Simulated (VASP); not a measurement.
Wanted: the native input for a VASP 6.6.1 run.

* Task: single point
* Functional: LDA
* Potentials or basis: VASP PAW LDA potentials, release 64 (W_sv, Se)
* Cutoff: 520 eV
* k mesh: 12 × 12 × 2
* Occupations: gaussian, width 0.05 eV
* Spin: no spin polarisation
* Dipole correction: no
* Further INCAR settings: ALGO = Normal; EDIFF = 1e-07; NBANDS = 20

The structure of WSe2 lies in POSCAR:

```
WSe2
1.0
    3.3179375931      0.0000000000      0.0000000000
   -1.6589687966      2.8734182438      0.0000000000
    0.0000000000      0.0000000000     16.6581424200
W Se
1 2
Direct
    0.0000000000      0.0000000000      0.0000000000
    0.4215751095      0.7312641301      0.0997865200
    0.2450915572      0.6020692032      0.9002134800
```

This cell differs from its parent crystal: atoms displaced along a vibrational mode.

One way to write it, as run:

INCAR

```
ALGO = Normal
EDIFF = 1E-7
ENCUT = 520
GGA = CA
ISIF = 2
ISMEAR = 0
LASPH = T
LCHARG = F
LREAL = F
LWAVE = F
NBANDS = 20
NELM = 60
PREC = Accurate
SIGMA = 0.05
```

KPOINTS

```
k-points
0
Gamma
  12 12 2
```

Potentials or basis: VASP PAW LDA potentials, release 64 (W_sv, Se).

Launch:

```console
$ cat potpaw_LDA.64/W_sv/POTCAR potpaw_LDA.64/Se/POTCAR > POTCAR
$ mpirun -np 1 vasp_std > vasp.out
```

It gave:

| Property | Result |
| --- | --- |
| Largest force | 2.554 eV/Å |
| Band gap on the k mesh | 1.40 eV |

Caveat: the cell differs from its parent crystal (atoms displaced along a vibrational mode); spin-orbit coupling is left out, which moves the levels of the heavy elements.

Wall time 5.5 min on 1 thread of Intel(R) Xeon(R) 6975P-C (Granite Rapids) (shared host), peak memory 0.58 GiB.
